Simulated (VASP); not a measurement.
Sb:

```
Sb
1.0
     3.08334    0.00000    0.00000
     0.00000    3.08334    0.00000
     0.00000    0.00000    3.08334
Sb
1
Direct
  0.00000 0.00000 0.00000
```

Base run:

| Property | Result |
| --- | --- |
| Program | VASP 6.6.1 |
| Functional | r2SCAN |
| Potentials or basis | VASP PAW PBE potentials, release 64 (Sb) |
| Cutoff | 520 eV |
| k mesh | 12 × 12 × 12 |
| Occupations | fermi-dirac, width 0.05 eV |
| Spin | no spin polarisation |

Its results: pressure 0.2 GPa.

The run is repeated on the same cell with these changes: functional from r2SCAN to PBE. What comes out?

Pressure 1.5 GPa.

Caveats: the PAW data sets were made with another functional, which shifts forces and pressure a little (some runs).
